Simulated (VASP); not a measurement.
# Os (Fm-3m) in VASP: further runs

The runs below take Os through single point, relaxation of cell and atoms, with PBEsol.

Program: VASP 6.6.1. These are calculated values, not measurements. Logs are shortened: lines on timing, memory, paths and dates and some standing lists are left out, and cuts for length are marked.

## Step 1: The cell of the first run

Symmetry: Fm-3m, No. 225, cubic system. The conventional cell has a = 3.819 Å, b = 3.819 Å, c = 3.819 Å, α = 90.00°, β = 90.00°, γ = 90.00°. Within 3.6 Å of Os (site symmetry m-3m) lie 12 Os at 2.70 Å.

This isn't the form of Os at room conditions, which is hcp.

## Step 2: Single point, PBEsol

Input file INCAR:

```
PREC = Accurate
ENCUT = 600
EDIFF = 1E-6
ISMEAR = 0
SIGMA = 0.1
LREAL = False
LASPH = True
NELM = 120
ALGO = Normal
ISIF = 2
LWAVE = False
LCHARG = True
GGA = PS
LELF = True
LVHAR = True
NBANDS = 10
GGA_COMPAT = False
```

Input file KPOINTS:

```
Automatic mesh
0
Gamma
  9 9 9
```

Input file POSCAR:

```
Os
1.0
    0.0000000000      1.9097461099      1.9097461099
    1.9097461099      0.0000000000      1.9097461099
    1.9097461099      1.9097461099      0.0000000000
Os
1
Direct
    0.0000000000      0.0000000000      0.0000000000
```

Potentials or basis: VASP PAW PBE potentials, release 64 (Os).

Command:

```console
$ cat potpaw_PBE.64/Os/POTCAR > POTCAR
$ mpirun -np 1 vasp_std > vasp.out
```

OUTCAR:

```text
PREC = Accurate
   ENCUT = 600
   EDIFF = 1E-6
   ISMEAR = 0
   LREAL = False
   LASPH = True
   NELM = 120
   ISIF = 2
   GGA = PS

 ion  position               nearest neighbor table
   1  0.000  0.000  0.000-

  LATTYP: Found a face centered cubic cell.
 ALAT       =     3.8194922198

  Lattice vectors:

 A1 = (   0.0000000000,   1.9097461099,   1.9097461099)
 A2 = (   1.9097461099,   0.0000000000,   1.9097461099)
 A3 = (   1.9097461099,   1.9097461099,   0.0000000000)

Analysis of symmetry for initial positions (statically):
=====================================================================
 Subroutine PRICEL returns:
 Original cell was already a primitive cell.

 Routine SETGRP: Setting up the symmetry group for a
 face centered cubic supercell.

 Subroutine GETGRP returns: Found 48 space group operations
 (whereof 48 operations were pure point group operations)
 out of a pool of 48 trial point group operations.

The static configuration has the point symmetry O_h .

Analysis of symmetry for dynamics (positions and initial velocities):
=====================================================================
 Subroutine PRICEL returns:
 Original cell was already a primitive cell.

 Routine SETGRP: Setting up the symmetry group for a
 face centered cubic supercell.

 Subroutine GETGRP returns: Found 48 space group operations
 (whereof 48 operations were pure point group operations)
 out of a pool of 48 trial point group operations.

The dynamic configuration has the point symmetry O_h .

 Subroutine INISYM returns: Found 48 space group operations
 (whereof 48 operations are pure point group operations),
 and found     1 'primitive' translations

----------------------------------------------------------------------------------------

                                     Primitive cell

  volume of cell :      13.9302

  direct lattice vectors                    reciprocal lattice vectors
     0.000000000  1.909746110  1.909746110    -0.261814907  0.261814907  0.261814907
     1.909746110  0.000000000  1.909746110     0.261814907 -0.261814907  0.261814907
     1.909746110  1.909746110  0.000000000     0.261814907  0.261814907 -0.261814907

  length of vectors
     2.700788849  2.700788849  2.700788849     0.453476721  0.453476721  0.453476721

  position of ions in fractional coordinates (direct lattice)
     0.000000000  0.000000000  0.000000000

  ion indices of the primitive-cell ions
   primitive index   ion index
                 1           1

----------------------------------------------------------------------------------------

 KPOINTS: Automatic mesh

Automatic generation of k-mesh.
 Grid dimensions read from file:
 generate k-points for:    9    9    9

 Generating k-lattice:

  Cartesian coordinates                     Fractional coordinates (reciprocal lattice)
    -0.029090545  0.029090545  0.029090545     0.111111111  0.000000000  0.000000000
     0.029090545 -0.029090545  0.029090545     0.000000000  0.111111111  0.000000000
     0.029090545  0.029090545 -0.029090545     0.000000000  0.000000000  0.111111111

  Length of vectors
     0.050386302  0.050386302  0.050386302

  Shift w.r.t. Gamma in fractional coordinates (k-lattice)
     0.000000000  0.000000000  0.000000000

 Subroutine IBZKPT returns following result:
 ===========================================

 Found     35 irreducible k-points:

 Following reciprocal coordinates:
            Coordinates               Weight
  0.000000  0.000000  0.000000      1.000000
  0.111111  0.000000  0.000000      8.000000
  0.222222  0.000000  0.000000      8.000000
  0.333333  0.000000  0.000000      8.000000
  0.444444  0.000000  0.000000      8.000000
  0.111111  0.111111  0.000000      6.000000
[... 16 lines left out ...]
 -0.333333  0.333333  0.000000     12.000000
  0.444444  0.444444  0.000000      6.000000
 [... further k-points ...]
   k-points           NKPTS =     35   k-points in BZ     NKDIM =     35   number of bands    NBANDS=     10
   number of dos      NEDOS =    301   number of ions     NIONS =      1
   total plane-waves  NPLWV =  13824
   dimension x,y,z NGX =    24 NGY =   24 NGZ =   24
   dimension x,y,z NGXF=    48 NGYF=   48 NGZF=   48
   ions per type =               1
   NGX,Y,Z   is equivalent  to a cutoff of  14.77, 14.77, 14.77 a.u.
   NGXF,Y,Z  is equivalent  to a cutoff of  29.55, 29.55, 29.55 a.u.
 SYSTEM =  unknown system
   PREC   = accura    normal or accurate (medium, high low for compatibility)
   ISTART =      0    job   : 0-new  1-cont  2-samecut
   ICHARG =      2    charge: 1-file 2-atom 10-const
   ISPIN  =      1    spin polarized calculation?
   LNONCOLLINEAR =      F non collinear calculations
   LSORBIT =      F    spin-orbit coupling
   LASPH  =      T    aspherical Exc in radial PAW
   ENCUT  =  600.0 eV  44.10 Ry    6.64 a.u.   5.39  5.39  5.39*2*pi/ulx,y,z
   NELM   =    120;   NELMIN=  2; NELMDL= -5     # of ELM steps
   EDIFF  = 0.1E-05   stopping-criterion for ELM
   LREAL  =      F    real-space projection
   EDIFFG = 0.1E-04   stopping-criterion for IOM
   NSW    =      0    number of steps for IOM
   IBRION =     -1    ionic relax: 0-MD 1-quasi-New 2-CG
   NFREE  =      0    steps in history (QN), initial steepest desc. (CG)
   ISIF   =      2    stress and relaxation
   ISYM   =      2    0-nonsym 1-usesym 2-fastsym
   POTIM  = 0.5000    time-step for ionic-motion
   TEBEG  =    0.0;   TEEND  =   0.0 temperature during run
   PSTRESS=    0.0 pullay stress
   NELECT =       8.0000    total number of electrons
   NUPDOWN=      -1.0000    fix difference up-down
   EMIN   =  10.00;   EMAX   =-10.00  energy-range for DOS
   EFERMI =   0.00;   METHOD = LEGACY
   ISMEAR =     0;   SIGMA  =   0.10  broadening in eV -4-tet -1-fermi 0-gaus
   EFERMI_NEDOS =   21; number of points for ismear=-14 and -15
   IALGO  =     38    algorithm
   IMIX   =      4    mixing-type and parameters
     AMIX     =   0.40;   BMIX     =  1.00
     AMIX_MAG =   1.60;   BMIX_MAG =  1.00
  volume/ion in A,a.u.               =      13.93        94.01
  Fermi-wavevector in a.u.,A,eV,Ry     =   1.360774  2.571489 25.193972  1.851705
  Thomas-Fermi vector in A             =   2.487407
   LORBIT       =      0    0 simple, 1 ext, 2 COOP (PROOUT), +10 PAW based schemes
   GGA     = PS    functional components
   LHFCALC =     F    Hartree Fock is set to
   AEXX    =    0.0000 exact exchange contribution
   IVDW    =     0    specifies the selected vdW correction
   LEPSILON=     F    determine dielectric tensor
   LRPA    =     F    only Hartree local field effects (RPA)
 non-spin polarized calculation
 Gauss-broadening in eV      SIGMA  =   0.10
  energy-cutoff  :      600.00
  volume of cell :       13.93
 maximum number of plane-waves:       483
 NGX is ok and might be reduce to    24
   NGX = 11   NGY = 11   NGZ = 11

 number of electron       8.0000000 magnetization

 Free energy of the ion-electron system (eV)
  ---------------------------------------------------
  ext. energy  EPLUGINS =         0.00000000
  ---------------------------------------------------
  free energy    TOTEN  =       -12.11253979 eV

  energy without entropy =      -12.11028063  energy(sigma->0) =      -12.11141021

 E-fermi :   9.4241     XC(G=0): -14.1750

 val. band max:        9.3686661171   @ k =  -0.3333   0.4444   0.1111
 cond. band min:       9.5356978097   @ k =  -0.4444   0.3333   0.0000
 fundamental gap:      0.1670316926
 Fermi energy:         9.4241176319

 k-point     1 :       0.0000    0.0000    0.0000
  band No.  band energies     occupation
      1      -1.6662      2.00000
      2       6.2132      2.00000
      3       6.2132      2.00000
      4       6.2132      2.00000
      5       9.3168      1.87077
      6       9.3168      1.87077
      7      23.5013      0.00000
      8      29.3528      0.00000
      9      29.3528      0.00000
     10      29.3528      0.00000

 k-point     2 :       0.1111    0.0000    0.0000
  band No.  band energies     occupation
      1      -1.0983      2.00000
      2       5.8913      2.00000
      3       6.4565      2.00000
      4       6.4565      2.00000
      5       9.1563      1.99985
      6       9.1563      1.99985
      7      24.5271      0.00000
      8      27.1565      0.00000
      9      30.3704      0.00000
     10      30.3704      0.00000

 k-point     3 :       0.2222    0.0000    0.0000
  band No.  band energies     occupation
      1       0.2926      2.00000
      2       5.4912      2.00000
      3       6.7294      2.00000
      4       6.7294      2.00000
      5       9.2816      1.95613
      6       9.2816      1.95613
      7      24.0775      0.00000
      8      26.7889      0.00000
      9      33.0906      0.00000
     10      33.0906      0.00000

 k-point     4 :       0.3333    0.0000    0.0000
  band No.  band energies     occupation
      1       1.3371      2.00000
      2       6.4029      2.00000
      3       6.4330      2.00000
      4       6.4330      2.00000
      5      10.4039      0.00000
      6      10.4039      0.00000
      7      21.5145      0.00000
      8      25.3868      0.00000
      9      32.9488      0.00000
     10      32.9488      0.00000
[... 222 lines left out ...]
 k-point    22 :      -0.4444    0.3333    0.0000
  band No.  band energies     occupation
      1       2.5513      2.00000
      2       3.5761      2.00000
      3       7.3230      2.00000
      4       9.5357      0.11457
      5      11.7981      0.00000
      6      16.6128      0.00000
      7      17.5521      0.00000
      8      23.7025      0.00000
      9      25.3150      0.00000
     10      31.5697      0.00000

 k-point    23 :      -0.3333    0.3333    0.0000
  band No.  band energies     occupation
      1       3.2382      2.00000
      2       4.4781      2.00000
      3       6.1353      2.00000
      4       8.7448      2.00000
      5      10.6913      0.00000
      6      15.4283      0.00000
      7      20.7880      0.00000
      8      21.7725      0.00000
      9      28.3632      0.00000
     10      29.8394      0.00000

 k-point    24 :       0.4444    0.4444    0.0000
  band No.  band energies     occupation
      1       1.6687      2.00000
      2       2.3789      2.00000
      3      10.8767      0.00000
      4      11.6383      0.00000
      5      12.0643      0.00000
      6      12.0643      0.00000
      7      22.1145      0.00000
      8      22.1145      0.00000
      9      22.5695      0.00000
     10      31.5051      0.00000

 [... further k-points ...]

------------------------ aborting loop because EDIFF is reached ----------------------------------------

  FORCE on cell =-STRESS in cart. coord.  units (eV):
  Direction    XX          YY          ZZ          XY          YZ          ZX
  --------------------------------------------------------------------------------------
  -------------------------------------------------------------------------------------
  Total        0.0627555      0.0627555      0.0627555      0.0000000      0.0000000      0.0000000
  in kB        7.2178052      7.2178052      7.2178052      0.0000000      0.0000000      0.0000000
  external PRESSURE =       7.2178052 kB  Pullay stress =       0.0000000 kB

 VOLUME and BASIS-vectors are now :
 -----------------------------------------------------------------------------
  energy-cutoff  :      600.00
  volume of cell :       13.93
      direct lattice vectors                 reciprocal lattice vectors
     0.000000000  1.909746110  1.909746110    -0.261814907  0.261814907  0.261814907
     1.909746110  0.000000000  1.909746110     0.261814907 -0.261814907  0.261814907
     1.909746110  1.909746110  0.000000000     0.261814907  0.261814907 -0.261814907

 POSITION                                       TOTAL-FORCE (eV/Angst)
 -----------------------------------------------------------------------------------
      0.00000      0.00000      0.00000         0.000000      0.000000     -0.000000
 -----------------------------------------------------------------------------------
    total drift:                                0.000000      0.000000     -0.000000

  FREE ENERGIE OF THE ION-ELECTRON SYSTEM (eV)
  ---------------------------------------------------
  free  energy   TOTEN  =       -12.1125397948 eV

  energy  without entropy=      -12.1102806320  energy(sigma->0) =      -12.11141021
```

Wall time 5 s (1 thread of Intel Xeon Platinum 8488C (Sapphire Rapids), shared host); peak memory 0.14 GiB.

Results:

* Free energy: -12.1125 eV
* Pressure: 0.7 GPa
* Band gap on the k mesh: zero (bands 4 and 5 overlap by 3.62 eV)

Caveat: the PAW data sets were made with another functional, which shifts forces and pressure a little; spin-orbit coupling is left out, which moves the levels of the heavy elements.

## Step 3: Relaxation of cell and atoms, PBEsol

Input file INCAR:

```
PREC = Accurate
ENCUT = 600
EDIFF = 1E-7
ISMEAR = 0
SIGMA = 0.1
LREAL = False
LASPH = True
NELM = 120
ALGO = Normal
ISIF = 3
LWAVE = False
LCHARG = False
GGA = PS
IBRION = 2
NSW = 80
EDIFFG = -0.02
GGA_COMPAT = False
NELMIN = 4
```

Input file KPOINTS:

```
regular mesh
0
Gamma
  9 9 9
```

Input file POSCAR:

```
Os
1.0
    0.0000000000      1.9100000000      1.9100000000
    1.9100000000      0.0000000000      1.9100000000
    1.9100000000      1.9100000000      0.0000000000
Os
1
Direct
    0.0000000000      0.0000000000      0.0000000000
```

Potentials or basis: VASP PAW PBE potentials, release 64 (Os).

Command:

```console
$ cat potpaw_PBE.64/Os/POTCAR > POTCAR
$ mpirun -np 1 vasp_std > vasp.out
```

It took 9 s on 1 thread of Intel Xeon Platinum 8488C (Sapphire Rapids), shared host; peak memory 0.14 GiB.

Results (log left out):

| Property | Result |
| --- | --- |
| Free energy | -12.1126 eV |
| Relaxed volume | 13.95 Å³/atom |
| Relaxed cell | a = 2.702 Å, b = 2.702 Å, c = 2.702 Å, α = 60.00°, β = 60.00°, γ = 60.00° |
| Space group after relaxing (to 0.1 Å) | Fm-3m (No. 225) |
| Energy gained by relaxing | 0.0 meV/atom |
| Ionic steps | 3 |
| Pressure after relaxing | 0.0 GPa |
| Band gap on the k mesh | zero (bands 4 and 5 overlap by 3.61 eV) |

Final structure:
```xyz
1
Lattice="0.0000 1.9108 1.9108 1.9108 0.0000 1.9108 1.9108 1.9108 0.0000" Properties=species:S:1:pos:R:3 pbc="T T T"
Os    0.0000    0.0000    0.0000
```

Levels at points of the mesh, in eV from the Fermi level:
| k point | band 2 | band 3 | band 4 | band 5 | band 6 | band 7 |
| --- | --- | --- | --- | --- | --- | --- |
| (0.00, 0.00, 0.00) | -3.20 | -3.20 | -3.20 | -0.11 | -0.11 | 14.08 |

Caveat: the PAW data sets were made with another functional, which shifts forces and pressure a little; spin-orbit coupling is left out, which moves the levels of the heavy elements.

The gap in the log of VASP goes by the Fermi energy; the results here count the filled bands.